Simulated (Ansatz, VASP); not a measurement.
## Two plane-wave programs on LiBr

INCAR

```
SYSTEM = LiBr
PREC = Accurate
ENCUT = 750
EDIFF = 1E-6
ISMEAR = 0
SIGMA = 0.01
LREAL = .FALSE.
LASPH = .TRUE.
NELM = 120
ALGO = Normal
ISIF = 2
LWAVE = .FALSE.
LCHARG = .FALSE.
GGA = PS
NBANDS = 12
GGA_COMPAT = .FALSE.
```

Contents of KPOINTS:

```
Automatic mesh
0
G
  8 8 8
  0 0 0
```

POSCAR

```
LiBr
1.0
    0.0000000000      2.7061299904      2.7061299904
    2.7061299904      0.0000000000      2.7061299904
    2.7061299904      2.7061299904      0.0000000000
Li Br
1 1
Direct
    0.0000000000      0.0000000000      0.0000000000
    0.5000000000      0.5000000000      0.5000000000
```

Input for Ansatz:

```yaml
crystal:
  lattice:
    - [0.0, 2.70612999039, 2.70612999039]
    - [2.70612999039, 0.0, 2.70612999039]
    - [2.70612999039, 2.70612999039, 0.0]
  atoms:
    - { symbol: Li, position: [0.0, 0.0, 0.0] }
    - { symbol: Br, position: [0.5, 0.5, 0.5] }
kpoints:
  mp_grid: { grid: [8, 8, 8] }
scf:
  occupations: { method: fixed }
hamiltonian:
  xc: pbesol
  pseudopotentials: { kind: paw }
output:
  forces: true
  stress: true
  eigenvalues: true
  eigenstates:
    nscf_kmesh: { grid: [12, 12, 12] }
    de_dk: true
    e_range: [-4, 8.978214346237]
  optics:
    e_range: [0, 20]
    de: 0.2
    sigma: 0.15
    bands: { spectra_wanted_up_to: 20 }
    nscf_kmesh: { grid: [12, 12, 12] }
checkpoint:
  write: ck
  write_wavefunctions: false
```

Alike in both runs: task single point; functional PBEsol; k mesh 8 × 8 × 8; no spin polarisation.

```csv
,VASP,Ansatz
version,VASP 6.6.1,Ansatz 0.2.0
potentials or method,"VASP PAW PBE potentials, release 64 (Li_sv, Br)","PAW with Ansatz's default frozen-core files, scalar-relativistic"
plane-wave cutoff (eV),750,420
occupations,"gaussian, width 0.01 eV",fixed
valence electrons in the cell,10,10
```

|  | VASP | Ansatz | Ansatz less VASP |
| --- | --- | --- | --- |
| gap on the k mesh at the Fermi level (eV) | 4.98 | 4.98 | -0.001 |
| pressure (GPa) | 0.0 | 0.0 | +0.02 |

VASP's potentials were made for PBE, not for PBEsol.
